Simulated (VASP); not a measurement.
# VOs (Pm-3m) in VASP: notebook

VOs is run at these levels: LDA; tasks: single point.

All numbers are computed with VASP 6.6.1; they aren't measurements. Logs are shortened: lines on timing, memory, paths and dates and some standing lists are left out, and cuts for length are marked.

## (1) The cell of the first run

Symmetry: Pm-3m, No. 221, cubic system. The conventional cell has a = 3.017 Å, b = 3.017 Å, c = 3.017 Å, α = 90.00°, β = 90.00°, γ = 90.00°. V (site symmetry m-3m) has 8 Os at 2.61 Å and 6 V at 3.02 Å within 3.4 Å. Within 3.4 Å of Os (site symmetry m-3m) lie 8 V at 2.61 Å and 6 Os at 3.02 Å.

## (2) Single point, LDA, collinear spin, ferromagnetic start

INCAR

```
SYSTEM = VOs
PREC = Accurate
ENCUT = 520
EDIFF = 1E-6
ISMEAR = 0
SIGMA = 0.1
LREAL = .False.
LASPH = .True.
NELM = 150
ALGO = Normal
ISIF = 2
LWAVE = .False.
LCHARG = .False.
ISPIN = 2
MAGMOM = 0.9 0
LORBIT = 11
LMAXMIX = 4
GGA = CA
NBANDS = 22
```

KPOINTS

```
regular mesh
0
Gamma
  4 4 4
  0 0 0
```

POSCAR

```
VOs
1.0
    3.0165740000      0.0000000000      0.0000000000
    0.0000000000      3.0165740000      0.0000000000
    0.0000000000      0.0000000000      3.0165740000
V Os
1 1
Direct
    0.0000000000      0.0000000000      0.0000000000
    0.5000000000      0.5000000000      0.5000000000
```

Potentials or basis: VASP PAW LDA potentials, release 64 (V_sv, Os).

Run with:

```console
$ cat potpaw_LDA.64/V_sv/POTCAR potpaw_LDA.64/Os/POTCAR > POTCAR
$ mpirun -np 1 vasp_std > vasp.out
```

OUTCAR:

```text
SYSTEM = VOs
   PREC = Accurate
   ENCUT = 520
   EDIFF = 1E-6
   ISMEAR = 0
   LREAL = .False.
   LASPH = .True.
   NELM = 150
   ISIF = 2
   ISPIN = 2
   LORBIT = 11
   GGA = CA

 ion  position               nearest neighbor table
   1  0.000  0.000  0.000-   2 2.61   2 2.61   2 2.61   2 2.61   2 2.61   2 2.61   2 2.61   2 2.61

   2  0.500  0.500  0.500-   1 2.61   1 2.61   1 2.61   1 2.61   1 2.61   1 2.61   1 2.61   1 2.61

  LATTYP: Found a simple cubic cell.
 ALAT       =     3.0165740000

  Lattice vectors:

 A1 = (   3.0165740000,   0.0000000000,   0.0000000000)
 A2 = (   0.0000000000,   3.0165740000,   0.0000000000)
 A3 = (   0.0000000000,   0.0000000000,   3.0165740000)

Analysis of symmetry for initial positions (statically):
=====================================================================
 Subroutine PRICEL returns:
 Original cell was already a primitive cell.

 Routine SETGRP: Setting up the symmetry group for a
 simple cubic supercell.

 Subroutine GETGRP returns: Found 48 space group operations
 (whereof 48 operations were pure point group operations)
 out of a pool of 48 trial point group operations.

The static configuration has the point symmetry O_h .

Analysis of symmetry for dynamics (positions and initial velocities):
=====================================================================
 Subroutine PRICEL returns:
 Original cell was already a primitive cell.

 Routine SETGRP: Setting up the symmetry group for a
 simple cubic supercell.

 Subroutine GETGRP returns: Found 48 space group operations
 (whereof 48 operations were pure point group operations)
 out of a pool of 48 trial point group operations.

The dynamic configuration has the point symmetry O_h .

Analysis of structural, dynamic, and magnetic symmetry:
=====================================================================
 Subroutine PRICEL returns:
 Original cell was already a primitive cell.

 Routine SETGRP: Setting up the symmetry group for a
 simple cubic supercell.

 Subroutine GETGRP returns: Found 48 space group operations
 (whereof 48 operations were pure point group operations)
 out of a pool of 48 trial point group operations.

The overall configuration has the point symmetry O_h .

 Subroutine INISYM returns: Found 48 space group operations
 (whereof 48 operations are pure point group operations),
 and found     1 'primitive' translations

----------------------------------------------------------------------------------------

                                     Primitive cell

  volume of cell :      27.4500

  direct lattice vectors                    reciprocal lattice vectors
     3.016574000  0.000000000  0.000000000     0.331501896  0.000000000  0.000000000
     0.000000000  3.016574000  0.000000000     0.000000000  0.331501896  0.000000000
     0.000000000  0.000000000  3.016574000     0.000000000  0.000000000  0.331501896

  length of vectors
     3.016574000  3.016574000  3.016574000     0.331501896  0.331501896  0.331501896

  position of ions in fractional coordinates (direct lattice)
     0.000000000  0.000000000  0.000000000
     0.500000000  0.500000000  0.500000000

  ion indices of the primitive-cell ions
   primitive index   ion index
                 1           1
                 2           2

----------------------------------------------------------------------------------------

 KPOINTS: regular mesh

Automatic generation of k-mesh.
 Grid dimensions read from file:
 generate k-points for:    4    4    4

 Generating k-lattice:

  Cartesian coordinates                     Fractional coordinates (reciprocal lattice)
     0.082875474  0.000000000  0.000000000     0.250000000  0.000000000  0.000000000
     0.000000000  0.082875474  0.000000000     0.000000000  0.250000000  0.000000000
     0.000000000  0.000000000  0.082875474     0.000000000  0.000000000  0.250000000

  Length of vectors
     0.082875474  0.082875474  0.082875474

  Shift w.r.t. Gamma in fractional coordinates (k-lattice)
     0.000000000  0.000000000  0.000000000

 Subroutine IBZKPT returns following result:
 ===========================================

 Found     10 irreducible k-points:

 Following reciprocal coordinates:
            Coordinates               Weight
  0.000000  0.000000  0.000000      1.000000
  0.250000  0.000000  0.000000      6.000000
  0.500000  0.000000  0.000000      3.000000
  0.250000  0.250000  0.000000     12.000000
  0.500000  0.250000  0.000000     12.000000
  0.500000  0.500000  0.000000      3.000000
  0.250000  0.250000  0.250000      8.000000
  0.500000  0.250000  0.250000     12.000000
  0.500000  0.500000  0.250000      6.000000
  0.500000  0.500000  0.500000      1.000000
   k-points           NKPTS =     10   k-points in BZ     NKDIM =     10   number of bands    NBANDS=     22
   number of dos      NEDOS =    301   number of ions     NIONS =      2
   total plane-waves  NPLWV =  13824
   dimension x,y,z NGX =    24 NGY =   24 NGZ =   24
   dimension x,y,z NGXF=    48 NGYF=   48 NGZF=   48
   ions per type =               1   1
   NGX,Y,Z   is equivalent  to a cutoff of  13.23, 13.23, 13.23 a.u.
   NGXF,Y,Z  is equivalent  to a cutoff of  26.45, 26.45, 26.45 a.u.
 SYSTEM =  VOs
   PREC   = accura    normal or accurate (medium, high low for compatibility)
   ISTART =      0    job   : 0-new  1-cont  2-samecut
   ICHARG =      2    charge: 1-file 2-atom 10-const
   ISPIN  =      2    spin polarized calculation?
   LNONCOLLINEAR =      F non collinear calculations
   LSORBIT =      F    spin-orbit coupling
   LASPH  =      T    aspherical Exc in radial PAW
   ENCUT  =  520.0 eV  38.22 Ry    6.18 a.u.   5.61  5.61  5.61*2*pi/ulx,y,z
   NELM   =    150;   NELMIN=  2; NELMDL= -5     # of ELM steps
   EDIFF  = 0.1E-05   stopping-criterion for ELM
   LREAL  =      F    real-space projection
   EDIFFG = 0.1E-04   stopping-criterion for IOM
   NSW    =      0    number of steps for IOM
   IBRION =     -1    ionic relax: 0-MD 1-quasi-New 2-CG
   NFREE  =      0    steps in history (QN), initial steepest desc. (CG)
   ISIF   =      2    stress and relaxation
   ISYM   =      2    0-nonsym 1-usesym 2-fastsym
   POTIM  = 0.5000    time-step for ionic-motion
   TEBEG  =    0.0;   TEEND  =   0.0 temperature during run
   PSTRESS=    0.0 pullay stress
   NELECT =      21.0000    total number of electrons
   NUPDOWN=      -1.0000    fix difference up-down
   EMIN   =  10.00;   EMAX   =-10.00  energy-range for DOS
   EFERMI =   0.00;   METHOD = LEGACY
   ISMEAR =     0;   SIGMA  =   0.10  broadening in eV -4-tet -1-fermi 0-gaus
   EFERMI_NEDOS =   21; number of points for ismear=-14 and -15
   IALGO  =     38    algorithm
   IMIX   =      4    mixing-type and parameters
     AMIX     =   0.40;   BMIX     =  1.00
     AMIX_MAG =   1.60;   BMIX_MAG =  1.00
  volume/ion in A,a.u.               =      13.72        92.62
  Fermi-wavevector in a.u.,A,eV,Ry     =   1.497272  2.829433 30.501847  2.241823
  Thomas-Fermi vector in A             =   2.609181
   LORBIT       =     11    0 simple, 1 ext, 2 COOP (PROOUT), +10 PAW based schemes
   GGA     = CA    functional components
   LHFCALC =     F    Hartree Fock is set to
   AEXX    =    0.0000 exact exchange contribution
   IVDW    =     0    specifies the selected vdW correction
   LEPSILON=     F    determine dielectric tensor
   LRPA    =     F    only Hartree local field effects (RPA)
 spin polarized calculation
 Gauss-broadening in eV      SIGMA  =   0.10
  energy-cutoff  :      520.00
  volume of cell :       27.45
 maximum number of plane-waves:       756
 NGX is ok and might be reduce to    24
   NGX = 11   NGY = 11   NGZ = 11

 number of electron      20.9999995 magnetization       0.0020738

 Free energy of the ion-electron system (eV)
  ---------------------------------------------------
  ext. energy  EPLUGINS =         0.00000000
  ---------------------------------------------------
  free energy    TOTEN  =       -22.90037184 eV

  energy without entropy =      -22.88230081  energy(sigma->0) =      -22.89133633

 E-fermi :  10.0924     XC(G=0): -13.7313

 val. band max:       10.0611672006   @ k =   0.5000   0.2500   0.0000
 cond. band min:      10.1405822265   @ k =   0.5000   0.2500   0.0000
 fundamental gap:      0.0794150259
 Fermi energy:        10.0924008360

 spin component 1

 k-point     1 :       0.0000    0.0000    0.0000
  band No.  band energies     occupation
      1     -53.9012      1.00000
      2     -28.0993      1.00000
      3     -28.0993      1.00000
      4     -28.0993      1.00000
      5       0.5965      1.00000
      6       3.8695      1.00000
[... 14 lines left out ...]
     21      27.9311      0.00000
     22      28.4680      0.00000

 k-point     2 :       0.2500    0.0000    0.0000
  band No.  band energies     occupation
      1     -53.8914      1.00000
      2     -28.1907      1.00000
      3     -28.0975      1.00000
      4     -28.0975      1.00000
      5       1.8840      1.00000
      6       4.5078      1.00000
[... 14 lines left out ...]
     21      29.6869      0.00000
     22      29.6869      0.00000

 k-point     3 :       0.5000    0.0000    0.0000
  band No.  band energies     occupation
      1     -53.8816      1.00000
      2     -28.2809      1.00000
      3     -28.0958      1.00000
      4     -28.0958      1.00000
      5       3.6651      1.00000
      6       5.5661      1.00000
[... 14 lines left out ...]
     21      26.6296      0.00000
     22      29.5629      0.00000
[... 126 lines left out ...]
 k-point     9 :       0.5000    0.5000    0.2500
  band No.  band energies     occupation
      1     -53.8621      1.00000
      2     -28.2418      1.00000
      3     -28.2418      1.00000
      4     -28.1614      1.00000
      5       4.5375      1.00000
      6       5.3444      1.00000
[... 14 lines left out ...]
     21      23.9719      0.00000
     22      24.1535      0.00000

 k-point    10 :       0.5000    0.5000    0.5000
  band No.  band energies     occupation
      1     -53.8547      1.00000
      2     -28.2439      1.00000
      3     -28.2439      1.00000
      4     -28.2439      1.00000
      5       5.4321      1.00000
      6       5.4321      1.00000
[... 14 lines left out ...]
     21      21.9977      0.00000
     22      21.9977      0.00000
 Fermi energy:        10.0924008360

 spin component 2

 k-point     1 :       0.0000    0.0000    0.0000
  band No.  band energies     occupation
      1     -53.8997      1.00000
      2     -28.0979      1.00000
      3     -28.0979      1.00000
      4     -28.0979      1.00000
      5       0.5969      1.00000
      6       3.8699      1.00000
[... 14 lines left out ...]
     21      27.9315      0.00000
     22      28.4685      0.00000

 k-point     2 :       0.2500    0.0000    0.0000
  band No.  band energies     occupation
      1     -53.8899      1.00000
      2     -28.1892      1.00000
      3     -28.0961      1.00000
      4     -28.0961      1.00000
      5       1.8844      1.00000
      6       4.5082      1.00000
[... 14 lines left out ...]
     21      29.6873      0.00000
     22      29.6873      0.00000

 k-point     3 :       0.5000    0.0000    0.0000
  band No.  band energies     occupation
      1     -53.8801      1.00000
      2     -28.2794      1.00000
      3     -28.0943      1.00000
      4     -28.0943      1.00000
      5       3.6654      1.00000
      6       5.5663      1.00000
[... 14 lines left out ...]
     21      26.6302      0.00000
     22      29.5634      0.00000
[... 126 lines left out ...]
 k-point     9 :       0.5000    0.5000    0.2500
  band No.  band energies     occupation
      1     -53.8606      1.00000
      2     -28.2404      1.00000
      3     -28.2404      1.00000
      4     -28.1600      1.00000
      5       4.5379      1.00000
      6       5.3449      1.00000
[... 14 lines left out ...]
     21      23.9723      0.00000
     22      24.1541      0.00000

 k-point    10 :       0.5000    0.5000    0.5000
  band No.  band energies     occupation
      1     -53.8532      1.00000
      2     -28.2425      1.00000
      3     -28.2425      1.00000
      4     -28.2425      1.00000
      5       5.4324      1.00000
      6       5.4324      1.00000
[... 14 lines left out ...]
     21      21.9982      0.00000
     22      21.9982      0.00000

------------------------ aborting loop because EDIFF is reached ----------------------------------------

  FORCE on cell =-STRESS in cart. coord.  units (eV):
  Direction    XX          YY          ZZ          XY          YZ          ZX
  --------------------------------------------------------------------------------------
  -------------------------------------------------------------------------------------
  Total       -2.4401595     -2.4401595     -2.4401595      0.0000000     -0.0000000     -0.0000000
  in kB     -142.4252027   -142.4252027   -142.4252027      0.0000000     -0.0000000     -0.0000000
  external PRESSURE =    -142.4252027 kB  Pullay stress =       0.0000000 kB

 VOLUME and BASIS-vectors are now :
 -----------------------------------------------------------------------------
  energy-cutoff  :      520.00
  volume of cell :       27.45
      direct lattice vectors                 reciprocal lattice vectors
     3.016574000  0.000000000  0.000000000     0.331501896  0.000000000  0.000000000
     0.000000000  3.016574000  0.000000000     0.000000000  0.331501896  0.000000000
     0.000000000  0.000000000  3.016574000     0.000000000  0.000000000  0.331501896

 POSITION                                       TOTAL-FORCE (eV/Angst)
 -----------------------------------------------------------------------------------
      0.00000      0.00000      0.00000         0.000000      0.000000      0.000000
      1.50829      1.50829      1.50829         0.000000      0.000000      0.000000
 -----------------------------------------------------------------------------------
    total drift:                                0.000000      0.000000      0.000000

  FREE ENERGIE OF THE ION-ELECTRON SYSTEM (eV)
  ---------------------------------------------------
  free  energy   TOTEN  =       -22.9003718434 eV

  energy  without entropy=      -22.8823008140  energy(sigma->0) =      -22.89133633

 total charge

# of ion       s       p       d       tot
------------------------------------------
    1        2.327   6.260   3.098  11.685
    2        0.677   0.649   6.209   7.535
--------------------------------------------------
tot          3.005   6.909   9.307  19.220

 magnetization (x)

# of ion       s       p       d       tot
------------------------------------------
    1        0.000   0.000   0.001   0.001
    2        0.000   0.000   0.000   0.000
--------------------------------------------------
tot          0.000   0.000   0.001   0.001
```

Wall time 8.8 s (1 thread of Intel Xeon Platinum 8488C (Sapphire Rapids), shared host); peak memory 0.14 GiB.

What came out:

| Item | Value |
| --- | --- |
| Free energy | -22.9004 eV |
| Pressure | -14.2 GPa |
| Net moment | 0.00 μB per cell |
| Valence electrons inside the program's atomic spheres | V 11.69; Os 7.54 |

Caveat: the k points lie up to 0.52 Å⁻¹ apart; spin-orbit coupling is left out, which moves the levels of the heavy elements.

## (3) Single point, LDA, collinear spin, ferromagnetic start

INCAR

```
  ALGO = Normal
  EDIFF = 1E-6
  ENCUT = 520
  ISIF = 2
  ISMEAR = 0
  ISPIN = 2
  LASPH = T
  LCHARG = F
  LMAXMIX = 4
  LORBIT = 11
  LREAL = F
  LWAVE = F
  MAGMOM = 0.9 0
  NBANDS = 22
  NELM = 150
  PREC = Accurate
  SIGMA = 0.1
```

KPOINTS

```
k-points
0
Gamma
  4 4 4
```

POSCAR is that of step 2.

Potentials or basis: VASP PAW LDA potentials, release 64 (V_sv, Os).

Run with:

```console
$ cat potpaw_LDA.64/V_sv/POTCAR potpaw_LDA.64/Os/POTCAR > POTCAR
$ mpirun -np 1 vasp_std > vasp.out
```

Wall time 11 s (1 thread of Intel Xeon Platinum 8488C (Sapphire Rapids), shared host); peak memory 0.13 GiB.

It converged, with:

```
Free energy                                           : -22.9004 eV
Pressure                                              : -14.2 GPa
Net moment                                            : 0.00 μB per cell
Valence electrons inside the program's atomic spheres : V 11.69; Os 7.54
```

Levels at points of the mesh, in eV from the Fermi level:
Spin up:
```csv
k point,band 7,band 8,band 9,band 10,band 11,band 12,band 13,band 14
"(0.00, 0.00, 0.00)",-6.22,-2.15,-2.15,-2.15,0.75,0.75,2.55,2.55
"(0.50, 0.00, 0.00)",-4.23,-2.39,-2.39,-1.93,-0.67,-0.48,-0.48,0.61
"(0.50, 0.50, 0.00)",-4.04,-4.04,0.27,0.27,0.33,0.67,0.93,1.46
"(0.50, 0.50, 0.50)",-4.66,-2.39,-2.39,-2.39,0.79,0.79,1.53,1.53
```
Spin down:
| k point | band 8 | band 9 | band 10 | band 11 | band 12 | band 13 |
| --- | --- | --- | --- | --- | --- | --- |
| (0.00, 0.00, 0.00) | -2.15 | -2.15 | -2.15 | 0.75 | 0.75 | 2.55 |
| (0.50, 0.00, 0.00) | -2.39 | -2.39 | -1.93 | -0.67 | -0.48 | -0.48 |
| (0.50, 0.50, 0.00) | -4.04 | 0.27 | 0.27 | 0.33 | 0.67 | 0.93 |
| (0.50, 0.50, 0.50) | -2.39 | -2.39 | -2.39 | 0.79 | 0.79 | 1.53 |

Caveat: the k points lie up to 0.52 Å⁻¹ apart; spin-orbit coupling is left out, which moves the levels of the heavy elements.
